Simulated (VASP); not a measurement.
Crystal: SiGe7.

```
Si Ge
1.0
     7.96000    0.00000    0.00000
    -3.98000    6.89356    0.00000
     0.00000    0.00000    6.57000
Si Ge
2 14
Cartesian
  0.0000 4.5957 3.2850
  3.9800 2.2979 0.0000
  1.9900 5.7446 2.4638
  0.0000 2.2979 2.4638
  -1.9900 5.7446 2.4638
  3.9800 2.2979 2.4638
  3.9800 4.5957 3.2850
  5.9700 1.1489 3.2850
  1.9900 1.1489 3.2850
  0.0000 4.5957 5.7488
  1.9900 5.7446 0.0000
  0.0000 2.2979 0.0000
  -1.9900 5.7446 0.0000
  3.9800 4.5957 5.7488
  5.9700 1.1489 5.7488
  1.9900 1.1489 5.7488
```

* Program: VASP 6.6.1
* Task: relaxation of cell and atoms
* Functional: PBE
* Potentials or basis: VASP PAW PBE potentials, release 64 (Si, Ge_d)
* Cutoff: 600 eV
* k mesh: 3 × 3 × 3
* Occupations: gaussian, width 0.2 eV
* Spin: no spin polarisation

At the start: pressure 2.4 GPa; volume 22.53 Å³/atom.

Problem. How do energy, volume and symmetry change on relaxing?

Solution. Over 7 steps the energy falls by 10.7 meV/atom and the volume is 23.37 Å³/atom (+3.7 %); space group P6_3mc (No. 186, to 0.1 Å) before and after.

Step by step:
| step | energy change (eV) | largest force (eV/Å) | pressure (GPa) | volume (Å³) |
| --- | --- | --- | --- | --- |
| 1 | 0.0000 | 0.5229 | 2.40 | 360.51 |
| 2 | -0.1448 | 0.2041 | -0.66 | 378.44 |
| 3 | -0.1485 | 0.2337 | -0.27 | 375.89 |
| 4 | -0.1662 | 0.1264 | -0.13 | 374.89 |
| 5 | -0.1692 | 0.0899 | -0.10 | 374.37 |
| 6 | -0.1693 | 0.0819 | -0.01 | 374.26 |
| 7 | -0.1710 | 0.0324 | 0.05 | 373.91 |

Final structure:
```yaml
crystal:
  lattice:
    - [8.06792, 0.00000, 0.00000]
    - [-4.03396, 6.98702, 0.00000]
    - [0.00000, 0.00000, 6.63310]
  atoms:
    - { symbol: Si, position: [0.33333, 0.66667, 0.50050] }
    - { symbol: Si, position: [0.66667, 0.33333, 0.00050] }
    - { symbol: Ge, position: [0.66111, 0.83056, 0.37684] }
    - { symbol: Ge, position: [0.16944, 0.33889, 0.37684] }
    - { symbol: Ge, position: [0.16944, 0.83056, 0.37684] }
    - { symbol: Ge, position: [0.66667, 0.33333, 0.36801] }
    - { symbol: Ge, position: [0.83284, 0.66568, 0.50033] }
    - { symbol: Ge, position: [0.83284, 0.16716, 0.50033] }
    - { symbol: Ge, position: [0.33432, 0.16716, 0.50033] }
    - { symbol: Ge, position: [0.33333, 0.66667, 0.86801] }
    - { symbol: Ge, position: [0.66568, 0.83284, 0.00033] }
    - { symbol: Ge, position: [0.16716, 0.33432, 0.00033] }
    - { symbol: Ge, position: [0.16716, 0.83284, 0.00033] }
    - { symbol: Ge, position: [0.83056, 0.66111, 0.87684] }
    - { symbol: Ge, position: [0.83056, 0.16944, 0.87684] }
    - { symbol: Ge, position: [0.33889, 0.16944, 0.87684] }
```

Caveat: the relaxation stopped at a loose force limit of 0.08 eV/Å, so its end isn't a converged minimum.
